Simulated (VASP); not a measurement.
# BRu4 (P6_3/mmc) in VASP: a series of runs, part 2 of 2

VASP 6.6.1.

## 3. Single point, PBE

INCAR

```
SYSTEM = BRu4
ALGO     = Normal         ! electronic algorithm
EDIFF    = 1E-6           ! SCF threshold, eV
ENCUT    = 500            ! plane-wave cutoff, eV
GGA      = PE             ! functional
GGA_COMPAT= .FALSE.      
ISIF     = 2              ! what is computed and relaxed
ISMEAR   = 0              ! smearing method
LASPH    = .TRUE.         ! aspherical terms in the spheres
LCHARG   = .TRUE.         ! write CHGCAR
LELF     = .TRUE.         ! ELF
LREAL    = .FALSE.        ! projectors in reciprocal space
LVHAR    = .TRUE.       
LWAVE    = .FALSE.        ! write WAVECAR
NBANDS   = 70             ! bands
NELM     = 120            ! most SCF steps
PREC     = Accurate       ! precision mode
SIGMA    = 0.2            ! smearing width, eV
```

KPOINTS

```
k-points
0
G
  12 12 2
  0 0 0
```

POSCAR

```
BRu4
1.0
    2.7733058819      0.0000000000      0.0000000000
   -1.3866529409      2.4017533462      0.0000000000
    0.0000000000      0.0000000000     18.5849320344
B Ru
2 8
Direct
    0.6666666667      0.3333333333      0.2500000000
    0.3333333333      0.6666666667      0.7500000000
    0.3333333333      0.6666666667      0.1726587786
    0.3333333333      0.6666666667      0.3273412214
    0.6666666667      0.3333333333      0.0574739685
    0.3333333333      0.6666666667      0.9425260315
    0.6666666667      0.3333333333      0.8273412214
    0.6666666667      0.3333333333      0.6726587786
    0.3333333333      0.6666666667      0.5574739685
    0.6666666667      0.3333333333      0.4425260315
```

Potentials or basis: VASP PAW PBE potentials, release 64 (B, Ru_pv).

Run with:

```
$ cat potpaw_PBE.64/B/POTCAR potpaw_PBE.64/Ru_pv/POTCAR > POTCAR
$ mpirun -np 1 vasp_std > vasp.out
```

OUTCAR:

```text
SYSTEM = BRu4
   EDIFF = 1E-6
   ENCUT = 500
   GGA = PE
   ISIF = 2
   ISMEAR = 0
   LASPH = .TRUE.
   LREAL = .FALSE.
   NELM = 120
   PREC = Accurate

 ion  position               nearest neighbor table
   1  0.667  0.333  0.250-   3 2.15   4 2.15   3 2.15   4 2.15   3 2.15   4 2.15
   2  0.333  0.667  0.750-   7 2.15   8 2.15   7 2.15   8 2.15   7 2.15   8 2.15
   3  0.333  0.667  0.173-   1 2.15   1 2.15   1 2.15   5 2.67   5 2.67   5 2.67   4 2.87
   4  0.333  0.667  0.327-   1 2.15   1 2.15   1 2.15  10 2.67  10 2.67  10 2.67   3 2.87
   5  0.667  0.333  0.057-   6 2.67   6 2.67   6 2.67   3 2.67   3 2.67   3 2.67
   6  0.333  0.667  0.943-   5 2.67   5 2.67   5 2.67   7 2.67   7 2.67   7 2.67
[... 1978 lines left out ...]
 VOLUME and BASIS-vectors are now :
 -----------------------------------------------------------------------------
  energy-cutoff  :      500.00
  volume of cell :      123.79
      direct lattice vectors                 reciprocal lattice vectors
     2.773305882  0.000000000  0.000000000     0.360580492  0.208181244  0.000000000
    -1.386652941  2.401753346  0.000000000     0.000000000  0.416362489  0.000000000
     0.000000000  0.000000000 18.584932034     0.000000000  0.000000000  0.053807030

 POSITION                                       TOTAL-FORCE (eV/Angst)
 -----------------------------------------------------------------------------------
      1.38665      0.80058      4.64623        -0.000000     -0.000000      0.000000
     -0.00000      1.60117     13.93870        -0.000000      0.000000      0.000000
     -0.00000      1.60117      3.20885        -0.000000      0.000000     -0.005508
     -0.00000      1.60117      6.08361        -0.000000      0.000000      0.005508
      1.38665      0.80058      1.06815         0.000000      0.000000     -0.044386
     -0.00000      1.60117     17.51678         0.000000     -0.000000      0.044386
      1.38665      0.80058     15.37608         0.000000      0.000000      0.005508
      1.38665      0.80058     12.50132         0.000000     -0.000000     -0.005508
     -0.00000      1.60117     10.36062        -0.000000     -0.000000     -0.044386
      1.38665      0.80058      8.22432         0.000000     -0.000000      0.044386
 -----------------------------------------------------------------------------------
    total drift:                                0.000000     -0.000000      0.000000

  FREE ENERGIE OF THE ION-ELECTRON SYSTEM (eV)
  ---------------------------------------------------
  free  energy   TOTEN  =       -88.0972310389 eV

  energy  without entropy=      -87.9733554323  energy(sigma->0) =      -88.03529324
```

OSZICAR:

```text
N       E                     dE             d eps       ncg     rms          rms(c)
DAV:   1     0.146952586772E+04    0.14695E+04   -0.68909E+04  5488   0.180E+03
DAV:   2    -0.248417704090E+02   -0.14944E+04   -0.14542E+04  5534   0.569E+02
DAV:   3    -0.953020690205E+02   -0.70460E+02   -0.66938E+02  6842   0.115E+02
DAV:   4    -0.977342505806E+02   -0.24322E+01   -0.23690E+01  6288   0.171E+01
DAV:   5    -0.977995450584E+02   -0.65294E-01   -0.64845E-01  6372   0.265E+00    0.430E+01
DAV:   6    -0.903883039582E+02    0.74112E+01   -0.75288E+01  6318   0.381E+01    0.131E+01
DAV:   7    -0.104285102700E+03   -0.13897E+02   -0.63030E+01  6752   0.529E+01    0.332E+01
DAV:   8    -0.883271067543E+02    0.15958E+02   -0.22894E+01  6496   0.262E+01    0.552E+00
DAV:   9    -0.881144856883E+02    0.21262E+00   -0.24903E+00  6374   0.749E+00    0.204E+00
DAV:  10    -0.881006010656E+02    0.13885E-01   -0.15452E-01  5958   0.254E+00    0.834E-01
DAV:  11    -0.880971871167E+02    0.34139E-02   -0.16000E-02  5932   0.795E-01    0.251E-01
DAV:  12    -0.880972370171E+02   -0.49900E-04   -0.21575E-03  6072   0.255E-01    0.980E-02
DAV:  13    -0.880972359987E+02    0.10184E-05   -0.32725E-04  6800   0.111E-01    0.214E-02
DAV:  14    -0.880972332573E+02    0.27414E-05   -0.27423E-05  5984   0.257E-02    0.948E-03
DAV:  15    -0.880972314754E+02    0.17819E-05   -0.41148E-06  4422   0.103E-02    0.396E-03
DAV:  16    -0.880972310389E+02    0.43652E-06   -0.37495E-07  2844   0.376E-03
   1 F= -.88097231E+02 E0= -.88035293E+02  d E =-.123876E+00
```

Run time: 6.4 min. Hardware: 1 thread of Oxide Virtual Turin-like, shared host; peak memory 0.32 GiB.

Results:

```
Free energy            : -88.0972 eV
Pressure               : 0.1 GPa
Largest force          : 0.044 eV/Å
Band gap on the k mesh : zero (bands 59 and 60 overlap by 2.49 eV)
```

Forces on the atoms (eV/Å):
```
B    0.000  0.000  0.000
B    0.000  0.000  0.000
Ru   0.000  0.000 -0.006
Ru   0.000  0.000  0.006
Ru   0.000  0.000 -0.044
Ru   0.000  0.000  0.044
Ru   0.000  0.000  0.006
Ru   0.000  0.000 -0.006
Ru   0.000  0.000 -0.044
Ru   0.000  0.000  0.044
```

Stress tensor (GPa, compression positive):
```
 0.15  0.00  0.00
 0.00  0.15  0.00
 0.00  0.00 -0.09
```

## 4. Single point, PBE

INCAR

```
PREC     = Accurate       # precision mode
ENCUT    = 500            # plane-wave cutoff, eV
EDIFF    = 1E-6           # SCF threshold, eV
ISMEAR   = 0              # smearing method
SIGMA    = 0.1            # smearing width, eV
LREAL    = False          # projectors in reciprocal space
LASPH    = True           # aspherical terms in the spheres
NELM     = 120            # most SCF steps
ALGO     = Normal         # electronic algorithm
ISIF     = 2              # what is computed and relaxed
LWAVE    = False          # write WAVECAR
LCHARG   = False          # write CHGCAR
GGA      = PE             # functional
NBANDS   = 70             # bands
GGA_COMPAT= False
```

KPOINTS

```
Automatic mesh
0
Gamma
  12 12 2
```

POSCAR

```
BRu4
1.0
    2.7732663981      0.0000000000      0.0000000000
   -1.3866331990      2.4017191522      0.0000000000
    0.0000000000      0.0000000000     18.5856126735
B Ru
2 8
Direct
    0.6666666667      0.3333333333      0.2500000000
    0.3333333333      0.6666666667      0.7500000000
    0.3333333333      0.6666666667      0.1726590276
    0.3333333333      0.6666666667      0.3273409724
    0.6666666667      0.3333333333      0.0574738341
    0.3333333333      0.6666666667      0.9425261659
    0.6666666667      0.3333333333      0.8273409724
    0.6666666667      0.3333333333      0.6726590276
    0.3333333333      0.6666666667      0.5574738341
    0.6666666667      0.3333333333      0.4425261659
```

Run with:

```
$ cat potpaw_PBE.64/B/POTCAR potpaw_PBE.64/Ru_pv/POTCAR > POTCAR
$ mpirun -np 1 vasp_std > vasp.out
```

It took 7.6 min on 1 thread of Oxide Virtual Turin-like, shared host; peak memory 0.33 GiB.

It converged, with:

| Item | Value |
| --- | --- |
| Free energy | -88.0533 eV |
| Pressure | 0.0 GPa |
| Largest force | 0.018 eV/Å |
| Band gap on the k mesh | zero (bands 59 and 60 overlap by 2.49 eV) |

Forces in eV/Å, atoms in the order of the input:
```
B    0.000  0.000  0.000
B    0.000  0.000  0.000
Ru   0.000  0.000 -0.018
Ru   0.000  0.000  0.018
Ru   0.000  0.000  0.000
Ru   0.000  0.000  0.000
Ru   0.000  0.000  0.018
Ru   0.000  0.000 -0.018
Ru   0.000  0.000  0.000
Ru   0.000  0.000  0.000
```

Levels at points of the mesh, in eV from the Fermi level:
```
           k point  band 55  band 56  band 57  band 58  band 59  band 60  band 61  band 62
(0.00, 0.00, 0.00)    -1.80    -1.80    -1.17    -1.17    -1.14    -1.14    -0.74    -0.23
(0.50, 0.00, 0.00)     0.18     0.67     0.81     0.92     1.00     1.07     1.22     1.30
(0.00, 0.00, 0.50)    -1.59    -1.59    -1.59    -1.59    -0.63    -0.63    -0.63    -0.63
(0.50, 0.00, 0.50)     0.47     0.47     0.66     0.66     1.05     1.05     1.27     1.27
```

## 5. The runs side by side

| cell | smearing | gap on the mesh (eV) | pressure (GPa) | largest force (eV/Å) |
| --- | --- | --- | --- | --- |
| a = 2.773, b = 2.773, c = 18.585 Å, angles 90.0, 90.0, 120.0°, 10 atoms | gaussian 0.1 eV | none | 0.0 | 0.02 |
| a = 2.773, b = 2.773, c = 18.585 Å, angles 90.0, 90.0, 120.0°, 10 atoms | gaussian 0.2 eV | none | 0.1 | 0.04 |
| a = 2.773, b = 2.773, c = 18.586 Å, angles 90.0, 90.0, 120.0°, 10 atoms | gaussian 0.1 eV | none | 0.0 | 0.02 |

Alike in all rows: task single point; level PBE; potentials or basis VASP PAW PBE potentials, release 64 (B, Ru_pv); no spin polarisation; k mesh 12 × 12 × 2; cutoff (eV) 500.

Total energies depend on the potentials used, so only differences within one code and one set of settings carry meaning.
